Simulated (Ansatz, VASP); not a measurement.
TiTe2 in VASP and in Ansatz

```
CELL_PARAMETERS angstrom
4.51797 0.00000 0.00000
0.00000 4.51797 0.00000
0.00000 0.00000 7.45132
ATOMIC_POSITIONS crystal
Ti 0.00000 0.50000 0.76249
Ti 0.50000 0.00000 0.23751
Te 0.00000 0.00000 0.00000
Te 0.50000 0.50000 0.00000
Te 0.00000 0.50000 0.37983
Te 0.50000 0.00000 0.62017
```

Alike in both runs: functional PBE; k mesh 8 × 8 × 6; occupations gaussian, width 0.1 eV; no spin polarisation.

Ansatz relaxed the structure, and its values are those at the end. VASP's run is a single point on that final structure, the one shown.

|  | VASP | Ansatz |
| --- | --- | --- |
| version | VASP 6.6.1 | Ansatz 0.2.0 |
| potentials or method | VASP PAW PBE potentials, release 64 (Ti_sv, Te), cutoff 520 eV | scalar-relativistic, plane waves, PAW |
| valence electrons in the cell | 48 | 88 |

```csv
,VASP,Ansatz,Ansatz less VASP
gap on the k mesh at the Fermi level (eV),none,none,-
pressure (GPa),0.0,0.0,-0.01
rms of the force components (eV/Å),0.005,0.002,-0.0026
```

A gap of «none» marks a metal or a gap that the smearing closes. VASP's potentials hold 48 valence electrons a cell and Ansatz's 88, so a difference there can come from the potentials and not from the codes.

Neither program's run includes spin-orbit coupling.
